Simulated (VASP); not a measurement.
A run of VASP 6.6.1 is set up as follows.

The input INCAR:

```
PREC = Accurate
ENCUT = 520
EDIFF = 1E-7
ISMEAR = -1
SIGMA = 0.05
LREAL = F
LASPH = T
NELM = 80
ALGO = Normal
ISIF = 2
LWAVE = F
LCHARG = T
GGA = PS
LELF = T
LVHAR = T
NBANDS = 22
```

The input KPOINTS:

```
Automatic mesh
0
Gamma
  4 4 2
```

The input POSCAR:

```
Br
1.0
    3.3632500000     -2.3225500000      0.0000000000
    3.3632500000      2.3225500000      0.0000000000
    0.0000000000      0.0000000000      8.7023000000
Br
4
Direct
    0.3651000000      0.6349000000      0.3901000000
    0.1349000000      0.8651000000      0.8901000000
    0.6349000000      0.3651000000      0.6099000000
    0.8651000000      0.1349000000      0.1099000000
```

Potentials or basis: VASP PAW PBE potentials, release 64 (Br).

Command:

```console
$ cat potpaw_PBE.64/Br/POTCAR > POTCAR
$ mpirun -np 1 vasp_std > vasp.out
```

Question: Predict the largest force.

Answer: 0.743 eV/Å.

Question: Estimate the pressure.

Answer: 0.2 GPa.

Question: Predict the band gap on the k mesh.

Answer: 1.82 eV (least direct gap 1.86 eV).

Stress tensor (GPa, compression positive):
```
 0.03  0.00  0.00
 0.00 -0.45  0.00
 0.00  0.00  0.89
```

Caveat: this functional lacks dispersion, which holds the molecules together, so the pressure and a relaxed volume are unreliable; the PAW data sets were made with another functional, which shifts forces and pressure a little. As with any semilocal functional, this PBEsol gap is likely too small.
